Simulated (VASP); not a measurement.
## S: relaxation of cell and atoms with PBE

S:

```
S
1.0
    -1.40798    1.40798    1.40798
     1.40798   -1.40798    1.40798
     1.40798    1.40798   -1.40798
S
1
Direct
  0.00000 0.00000 0.00000
```

This isn't the form of S at room conditions, which is orthorhombic, of S8 rings.

* Program: VASP 6.6.1
* Task: relaxation of cell and atoms
* Functional: PBE
* Potentials or basis: VASP PAW PBE potentials, release 64 (S)
* Cutoff: 600 eV
* k mesh: 19 × 19 × 19
* Occupations: fermi-dirac, width 0.08 eV
* Spin: no spin polarisation
* Target pressure: 58 GPa
* Dipole correction: no
* Further INCAR settings: ALGO = Normal; EDIFF = 1e-06; IBRION = 2; EDIFFG = -0.005; NSW = 32; ISIF = 3

```json
{"Relaxed volume": "11.14 Å³/atom", "Relaxed cell": "a = 2.437 Å, b = 2.437 Å, c = 2.437 Å, α = 109.47°, β = 109.47°, γ = 109.47°", "Space group after relaxing (to 0.1 Å)": "Im-3m (No. 229)", "Energy change on relaxing (the run minimises the enthalpy)": "+8.7 meV/atom", "Ionic steps": "3", "Pressure after relaxing": "58.0 GPa", "Band gap on the k mesh": "zero (bands 3 and 4 overlap by 11.22 eV)"}
```

Step by step:
```csv
step,energy change (eV),largest force (eV/Å),pressure (GPa),volume (Å³)
1,0.0000,0.0000,57.39,11.16
2,0.0248,0.0000,59.12,11.10
3,0.0087,0.0000,58.00,11.14
```

Final structure:
```
S
1.0
    -1.40696    1.40696    1.40696
     1.40696   -1.40696    1.40696
     1.40696    1.40696   -1.40696
S
1
Direct
  0.00000 0.00000 0.00000
```

Levels at points of the mesh, in eV from the Fermi level:
```
           k point  band 1  band 2  band 3  band 4  band 5  band 6
(0.00, 0.00, 0.00)  -21.23    5.38    5.38    5.38   12.36   12.36
```

Wall time 21 s on 1 thread of Intel(R) Xeon(R) Platinum 8259CL CPU @ 2.50GHz (Skylake/Cascade Lake), on a shared host, peak memory 0.13 GiB.

Caveat: the cell is relaxed towards a set pressure, so the run minimises the enthalpy, not the energy.
